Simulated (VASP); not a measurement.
Here is a VASP 6.6.1 calculation.

The input INCAR:

```
PREC = Accurate
ENCUT = 520
EDIFF = 1E-6
ISMEAR = 0
SIGMA = 0.01
LREAL = F
LASPH = T
NELM = 60
ALGO = Normal
ISIF = 2
LWAVE = F
LCHARG = F
NBANDS = 11
```

KPOINTS

```
regular mesh
0
Gamma
  4 4 4
```

The input POSCAR:

```
NaH
1.0
    0.0000000000      2.5969210594      2.5969210594
    2.5969210594      0.0000000000      2.5969210594
    2.5969210594      2.5969210594      0.0000000000
Na H
1 1
Direct
    0.0000000000      0.0000000000      0.0000000000
    0.2500000000      0.2500000000      0.2500000000
```

Potentials or basis: VASP PAW LDA potentials, release 64 (Na_pv, H).

Command:

```console
$ cat potpaw_LDA.64/Na_pv/POTCAR potpaw_LDA.64/H/POTCAR > POTCAR
$ mpirun -np 1 vasp_std > vasp.out
```

**Question.** Predict the pressure.

**Answer.** -1.3 GPa.

**Question.** Predict the band gap on the k mesh.

**Answer.** 3.27 eV (least direct gap 4.02 eV).

Caveat: the k points lie up to 0.52 Å⁻¹ apart. A k mesh can miss the band edges.
